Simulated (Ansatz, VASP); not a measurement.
InP: VASP beside Ansatz

The input POSCAR:

```
InP
1.0
    0.0000000000      2.9706488247      2.8518228717
    2.9706488247      0.0000000000      2.8518228717
    2.9706488247      2.9706488247      0.0000000000
In P
1 1
Direct
    0.0000000000      0.0000000000      0.0000000000
    0.7500000000      0.7500000000      0.7500000000
```

Contents of INCAR.step1:

```
ALGO = Normal ; EDIFF = 1E-4
ENCUT = 520 ; GGA = PE
ISMEAR = 0 ; LASPH = T
LCHARG = F ; LREAL = F
LWAVE = T ; NBANDS = 16
NELM = 100 ; PREC = Accurate
SIGMA = 0.05
```

File INCAR.step2:

```
ALGO = Normal ; EDIFF = 1E-7
ENCUT = 520 ; ISIF = 2
ISMEAR = 0 ; ISTART = 1
LASPH = T ; LCHARG = T
LELF = T ; LMIXTAU = T
LREAL = F ; LVHAR = T
LWAVE = F ; METAGGA = R2SCAN
NBANDS = 16 ; NELM = 100
PREC = Accurate ; SIGMA = 0.05
```

File KPOINTS:

```
k-points
0
Gamma
  10 10 10
```

Input for Ansatz:

```yaml
crystal:
  lattice:
    - [0.0, 2.9706488247, 2.8518228717]
    - [2.9706488247, 0.0, 2.8518228717]
    - [2.9706488247, 2.9706488247, 0.0]
  atoms:
    - { symbol: In, position: [0.0, 0.0, 0.0] }
    - { symbol: P, position: [0.75, 0.75, 0.75] }
basis:
  ecutwfc: 500
kpoints:
  mp_grid: { grid: [10, 10, 10] }
hamiltonian:
  xc: r2scan
scf:
  occupations: { method: gaussian, width: 0.05 }
output:
  forces: true
  stress: true
  eigenvalues: true
```

Alike in both runs: task single point; functional r2SCAN; k mesh 10 × 10 × 10; occupations gaussian, width 0.05 eV; no spin polarisation.

```csv
,VASP,Ansatz
version,VASP 6.6.1,Ansatz 0.2.0
potentials or method,"VASP PAW PBE potentials, release 64 (In_d, P), cutoff 520 eV","scalar-relativistic, plane waves, PAW"
valence electrons in the cell,18,18
```

VASP gave:

```
gap on the k mesh at the Fermi level (eV)                     : 1.04
least direct gap on the mesh (eV)                             : 1.04
pressure (GPa)                                                : 1.5
traceless stress, the component that is largest in VASP (GPa) : 1.10
```

Task: Estimate Ansatz's values.

Result: gap on the k mesh at the Fermi level (eV): 1.03; least direct gap on the mesh (eV): 1.03; pressure (GPa): 1.6; traceless stress, the component that is largest in VASP (GPa): 1.09.

VASP's potentials were made for PBE, not for r2SCAN.
